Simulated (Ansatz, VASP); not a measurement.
## KCl: VASP beside Ansatz

```
K Cl
1.0
     3.89678    0.00000    0.00000
     0.00000    3.89678    0.00000
     0.00000    0.00000    3.89678
K Cl
1 1
Direct
  0.00000 0.00000 0.00000
  0.50000 0.50000 0.50000
```

Change from the starting cell: strain +0.015 along x and y, +0.015 along z, atoms carried along.

Alike in both runs: task single point; functional PBE; k mesh 6 × 6 × 6; occupations gaussian, width 0.05 eV; no spin polarisation.

|  | VASP | Ansatz |
| --- | --- | --- |
| version | VASP 6.6.1 | Ansatz 0.2.0 |
| potentials or method | VASP PAW PBE potentials, release 64 (K_sv, Cl), cutoff 520 eV | scalar-relativistic, plane waves, PAW |
| valence electrons in the cell | 16 | 16 |

|  | VASP | Ansatz | Ansatz less VASP |
| --- | --- | --- | --- |
| gap on the k mesh at the Fermi level (eV) | 4.62 | 4.62 | +0.001 |
| least direct gap on the mesh (eV) | 4.81 | 4.81 | 0.000 |
| pressure (GPa) | -0.8 | -0.8 | 0.00 |
